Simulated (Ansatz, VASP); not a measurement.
# Two plane-wave programs on SiO2

```
Si O
1.0
     3.13002    0.00000    0.00000
    -1.56501    2.71067    0.00000
     0.00000    0.00000    3.28338
Si O
1 2
Direct
  0.33333 0.66667 0.00000
  0.00000 0.00000 0.00000
  0.33333 0.66667 0.50000
```

Alike in both runs: functional PBE; dispersion D3(BJ); k mesh 12 × 12 × 8; occupations gaussian, width 0.02 eV; no spin polarisation.

Ansatz relaxed the structure, and its values are those at the end. VASP's run is a single point on that final structure, the one shown.

```csv
,VASP,Ansatz
version,VASP 6.6.1,Ansatz 0.2.0
potentials or method,"VASP PAW PBE potentials, release 64 (Si, O), cutoff 520 eV","scalar-relativistic, plane waves, PAW"
valence electrons in the cell,16,16
```

VASP gave:

* gap on the k mesh at the Fermi level (eV): 1.76
* least direct gap on the mesh (eV): 3.16
* pressure (GPa): 0.2

**Question.** Which values does Ansatz return?

**Answer.** gap on the k mesh at the Fermi level (eV): 1.77; least direct gap on the mesh (eV): 3.18; pressure (GPa): 0.0.
